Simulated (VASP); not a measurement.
Input of a VASP 6.6.1 run:

The input INCAR:

```
SYSTEM = SiW3
  PREC = Accurate
  ENCUT = 500
  EDIFF = 1E-6
  ISMEAR = -1
  SIGMA = 0.1
  LREAL = .False.
  LASPH = .True.
  NELM = 120
  ALGO = Normal
  ISIF = 2
  LWAVE = .False.
  LCHARG = .False.
  GGA = RP
  NBANDS = 31
  GGA_COMPAT = .False.
```

The input KPOINTS:

```
regular mesh
0
Gamma
  7 7 7
  0 0 0
```

POSCAR

```
SiW3
1.0
   -2.6061750000      2.6061750000      2.6061750000
    2.6061750000     -2.6061750000      2.6061750000
    2.6061750000      2.6061750000     -2.6061750000
Si W
1 3
Direct
    0.0000000000      0.0000000000      0.0000000000
    0.5000000000      0.5000000000      0.0000000000
    0.5000000000      0.0000000000      0.5000000000
    0.0000000000      0.5000000000      0.5000000000
```

Potentials or basis: VASP PAW PBE potentials, release 64 (Si, W_sv).

Command:

```bash
$ cat potpaw_PBE.64/Si/POTCAR potpaw_PBE.64/W_sv/POTCAR > POTCAR
$ mpirun -np 1 vasp_std > vasp.out
```

Question: What does it give for the pressure?

Answer: 2.3 GPa.

Question: What does it give for the band gap on the k mesh?

Answer: Zero (bands 23 and 24 overlap by 1.23 eV).

Caveat: the PAW data sets were made with another functional, which shifts forces and pressure a little; spin-orbit coupling is left out, which moves the levels of the heavy elements.
